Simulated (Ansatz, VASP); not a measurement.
**Two plane-wave programs on TePb**

INCAR

```
ALGO = Normal
EDIFF = 1E-6
ENCUT = 520
GGA = PE
ISIF = 2
ISMEAR = -1
IVDW = 13
LASPH = T
LCHARG = F
LREAL = F
LWAVE = F
NBANDS = 17
NELM = 60
PREC = Accurate
SIGMA = 0.05
```

KPOINTS

```
k-points
0
Gamma
  7 7 7
```

POSCAR

```
TePb
1.0
    0.0000000000      3.2523979746      3.2523979746
    3.2523979746      0.0000000000      3.2523979746
    3.2523979746      3.2523979746      0.0000000000
Pb Te
1 1
Direct
    0.0000000000      0.0000000000      0.0000000000
    0.5000000000      0.5000000000      0.5000000000
```

The input input.yaml:

```yaml
crystal:
  lattice:
    - [0.0, 3.2523979746, 3.2523979746]
    - [3.2523979746, 0.0, 3.2523979746]
    - [3.2523979746, 3.2523979746, 0.0]
  atoms:
    - { symbol: Pb, position: [0.0, 0.0, 0.0] }
    - { symbol: Te, position: [0.5, 0.5, 0.5] }
hamiltonian:
  xc: pbe
  pseudopotentials: { kind: paw }
  dispersion: d4
kpoints:
  mp_grid: { grid: [7, 7, 7] }
scf:
  occupations: { method: fermi_dirac, width: 0.05 }
output:
  forces: true
  stress: true
  eigenvalues: true
```

Alike in both runs: task single point; functional PBE; dispersion D4; k mesh 7 × 7 × 7; occupations fermi-dirac, width 0.05 eV; no spin polarisation.

```csv
,VASP,Ansatz
version,VASP 6.6.1,Ansatz 0.2.0
potentials or method,"VASP PAW PBE potentials, release 64 (Pb_d, Te)",Ansatz PAW
plane-wave cutoff (eV),520,420
valence electrons in the cell,20,30
```

|  | VASP | Ansatz | Ansatz less VASP |
| --- | --- | --- | --- |
| pressure (GPa) | -0.7 | -0.6 | +0.06 |

VASP's potentials hold 20 valence electrons a cell and Ansatz's 30, so a difference there can come from the potentials and not from the codes.

Spin-orbit coupling is off throughout.
